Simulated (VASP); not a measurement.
SnO2, 3 atoms in the cell. It takes space group R-3m (No. 166, trigonal). Conventional cell: a = 3.413 Å, b = 3.413 Å, c = 14.764 Å, α = 90.00°, β = 90.00°, γ = 120.00°. Within 3.0 Å of Sn (site symmetry -3m) lie 6 O at 2.25 Å. O (site symmetry 3m) has 3 Sn at 2.25 Å and 3 O at 2.92 Å within 3.0 Å.  This cell differs from its parent crystal: strained.

| Property | Result |
| --- | --- |
| Program | VASP 6.6.1 |
| Task | single point |
| Functional | PBE |
| Potentials or basis | VASP PAW PBE potentials, release 64 (Sn_d, O) |
| Cutoff | 520 eV |
| k mesh | 12 × 12 × 12 |
| Occupations | gaussian, width 0.02 eV |
| Spin | no spin polarisation |
| Dipole correction | no |
| Further INCAR settings | ALGO = Normal; EDIFF = 1e-06; NBANDS = 20 |

Potentials or basis: VASP PAW PBE potentials, release 64 (Sn_d, O).

Launch:

```bash
$ cat potpaw_PBE.64/Sn_d/POTCAR potpaw_PBE.64/O/POTCAR > POTCAR
$ mpirun -np 1 vasp_std > vasp.out
```

Hardware: 1 thread of AMD EPYC 9R45 96-Core Processor (Zen 5), with other jobs on the host.

Task: How long does it take, and how much memory?

Result: Wall time 3.6 min on 1 thread of AMD EPYC 9R45 96-Core Processor (Zen 5) (shared host), peak memory 0.32 GiB. Counts: scf iterations 13, k points 189.
